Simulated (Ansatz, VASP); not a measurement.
## Two plane-wave programs on Ti3Al

File INCAR:

```
SYSTEM = Ti3Al
ALGO = Normal
EDIFF = 1E-6
ENCUT = 520
GGA = PS
ISIF = 2
ISMEAR = 1
LASPH = .TRUE.
LCHARG = .FALSE.
LREAL = .FALSE.
LWAVE = .FALSE.
NBANDS = 28
NELM = 60
PREC = Accurate
SIGMA = 0.15
```

File KPOINTS:

```
k-points
0
G
  6 6 6
  0 0 0
```

POSCAR

```
Ti3Al
1.0
    0.0000000000      3.1881029295      3.1881029295
    3.1881029295      0.0000000000      3.1881029295
    3.1881029295      3.1881029295      0.0000000000
Ti Al
3 1
Direct
    0.7500000000      0.7500000000      0.7500000000
    0.2500000000      0.2500000000      0.2500000000
    0.0000000000      0.0000000000      0.0000000000
    0.5000000000      0.5000000000      0.5000000000
```

Input for Ansatz:

```yaml
crystal:
  lattice:
    - [0.0, 3.18810292951672, 3.18810292951672]
    - [3.18810292951672, 0.0, 3.18810292951672]
    - [3.18810292951672, 3.18810292951672, 0.0]
  atoms:
    - { symbol: Ti, position: [0.75, 0.75, 0.75] }
    - { symbol: Ti, position: [0.25, 0.25, 0.25] }
    - { symbol: Ti, position: [0.0, 0.0, 0.0] }
    - { symbol: Al, position: [0.5, 0.5, 0.5] }
basis:
  ecutwfc: 500.0
kpoints:
  mp_grid:
    grid: [6, 6, 6]
hamiltonian:
  xc: pbesol
  pseudopotentials:
    kind: paw
scf:
  occupations:
    method: cold
    width: 0.15
output:
  stress: true
```

Alike in both runs: task single point; functional PBEsol; k mesh 6 × 6 × 6; no spin polarisation.

|  | VASP | Ansatz |
| --- | --- | --- |
| version | VASP 6.6.1 | Ansatz 0.2.0 |
| potentials or method | VASP PAW PBE potentials, release 64 (Ti_sv, Al), cutoff 520 eV | plane waves, PAW |
| occupations | methfessel-paxton of order 1, width 0.15 eV | cold, width 0.15 eV |
| valence electrons in the cell | 39 | 39 |

VASP gave:

| Quantity | Value |
| --- | --- |
| pressure (GPa) | -0.6 |

Q: Estimate Ansatz's values.

A: Pressure (GPa): -0.5.

VASP's potentials were made for PBE, not for PBEsol.
